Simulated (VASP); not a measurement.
Set up this calculation in VASP 6.6.1, as the native input.

```
Task                   : single point
Functional             : LDA
Potentials or basis    : VASP PAW LDA potentials, release 64 (Cu_sv_GW)
Cutoff                 : 820 eV
k mesh                 : 22 × 22 × 22
Occupations            : gaussian, width 0.15 eV
Spin                   : no spin polarisation
Dipole correction      : no
Further INCAR settings : ALGO = Normal; EDIFF = 1e-06; NBANDS = 16
```

The structure of Cu lies in POSCAR:

```
Cu
1.0
   -1.4452500000      1.4452500000      1.3243000000
    1.4452500000     -1.4452500000      1.3243000000
    1.4452500000      1.4452500000     -1.3243000000
Cu
1
Direct
    0.0000000000      0.0000000000      0.0000000000
```

These files were run (other wordings do the same):

INCAR

```
PREC     = Accurate       # precision mode
ENCUT    = 820            # plane-wave cutoff, eV
EDIFF    = 1E-6           # SCF threshold, eV
ISMEAR   = 0              # smearing method
SIGMA    = 0.15           # smearing width, eV
LREAL    = False          # projectors in reciprocal space
LASPH    = True           # aspherical terms in the spheres
NELM     = 120            # most SCF steps
ALGO     = Normal         # electronic algorithm
ISIF     = 2              # what is computed and relaxed
LWAVE    = False          # write WAVECAR
LCHARG   = False          # write CHGCAR
GGA      = CA             # functional
NBANDS   = 16             # bands
GGA_COMPAT= False
```

KPOINTS

```
regular mesh
0
Gamma
  22 22 22
```

Potentials or basis: VASP PAW LDA potentials, release 64 (Cu_sv_GW).

The run is started by

```bash
$ cat potpaw_LDA.64/Cu_sv_GW/POTCAR > POTCAR
$ mpirun -np 1 vasp_std > vasp.out
```

It gave:

The pressure is -2.7 GPa and the band gap on the k mesh is zero (an odd number of electrons rules out a gap without spin polarisation).

It took 73 s on 1 thread of Intel(R) Xeon(R) 6975P-C (Granite Rapids), with other jobs on the host, peak memory 0.43 GiB.
